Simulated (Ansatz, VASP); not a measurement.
## CuO: VASP beside Ansatz

```xyz
2
Lattice="0.0000 2.2474 2.2474 2.2474 0.0000 2.2474 2.2474 2.2474 0.0000" Properties=species:S:1:pos:R:3 pbc="T T T"
Cu    0.0000    0.0000    0.0000
O     3.3711    3.3711    3.3711
```

Alike in both runs: task relaxation of cell and atoms; functional PBE; k mesh 22 × 22 × 22; occupations gaussian, width 0.1 eV; no spin polarisation.

|  | VASP | Ansatz |
| --- | --- | --- |
| version | VASP 6.6.1 | Ansatz 0.2.0 |
| potentials or method | VASP PAW PBE potentials, release 64 (Cu, O), cutoff 600 eV | scalar-relativistic, plane waves, PAW |
| valence electrons in the cell | 17 | 25 |

|  | VASP | Ansatz | Ansatz less VASP |
| --- | --- | --- | --- |
| gap on the k mesh at the Fermi level, each at its own relaxed structure (eV) | none | none | - |
| relaxed volume (Å³/atom) | 11.62 | 11.57 | -0.049 |
| relaxed cell length with the largest relative difference (Å) | 3.203 | 3.198 | -0.0045 |

A gap of «none» marks a metal or a gap that the smearing closes. VASP's potentials hold 17 valence electrons a cell and Ansatz's 25, so a difference there can come from the potentials and not from the codes.
